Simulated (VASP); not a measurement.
A run of VASP 6.6.1 is set up as follows.

INCAR

```
ALGO = Normal
DIPOL = 0.5 0.5 0.302
EDIFF = 1E-6
ENCUT = 520
GGA = PE
IDIPOL = 3
ISIF = 2
ISMEAR = 0
LASPH = True
LCHARG = False
LDIPOL = True
LREAL = False
LWAVE = False
NBANDS = 19
NELM = 60
PREC = Accurate
SIGMA = 0.1
```

Contents of KPOINTS:

```
k-points
0
Gamma
  16 16 1
```

The input POSCAR:

```
Hg
1.0
    3.2736484113      0.0000000000      0.0000000000
    0.0000000000      3.2736484113      0.0000000000
    0.0000000000      0.0000000000     29.8274497600
Hg
2
Direct
    0.5000000000      0.5000000000      0.2432406480
    0.5000000000      0.5000000000      0.3602303207
```

Potentials or basis: VASP PAW PBE potentials, release 64 (Hg).

Launch:

```console
$ cat potpaw_PBE.64/Hg/POTCAR > POTCAR
$ mpirun -np 1 vasp_std > vasp.out
```

**Question.** Estimate the largest force.

**Answer.** 0.037 eV/Å.

**Question.** What does it give for the band gap on the k mesh?

**Answer.** Zero (bands 12 and 13 overlap by 1.17 eV).

Forces in eV/Å, atoms in the order of the input:
```
Hg   0.000  0.000  0.037
Hg   0.000  0.000 -0.037
```

Caveat: spin-orbit coupling is left out, which moves the levels of the heavy elements.
